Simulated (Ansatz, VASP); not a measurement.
## One calculation of Ge, two programs

```
Ge
1.0
     0.00000    2.94192    2.60247
     2.94192    0.00000    2.60247
     2.94192    2.94192    0.00000
Ge
2
Direct
  0.50000 0.50000 0.50000
  0.75000 0.75000 0.75000
```

Change from the starting cell: strain +0.040 along x and y, -0.080 along z, atoms carried along.

Alike in both runs: task single point; functional PBE; k mesh 14 × 14 × 14; occupations gaussian, width 0.15 eV; no spin polarisation.

```csv
,VASP,Ansatz
version,VASP 6.6.1,Ansatz 0.2.0
potentials or method,"VASP PAW PBE potentials, release 64 (Ge_d), cutoff 500 eV","scalar-relativistic, plane waves, PAW"
valence electrons in the cell,28,28
```

|  | VASP | Ansatz | Ansatz less VASP |
| --- | --- | --- | --- |
| gap on the k mesh at the Fermi level (eV) | none | none | - |
| pressure (GPa) | 3.7 | 3.8 | +0.15 |
| traceless stress, the component that is largest in VASP (GPa) | 4.19 | 4.17 | -0.015 |

A gap of «none» marks a metal or a gap that the smearing closes.
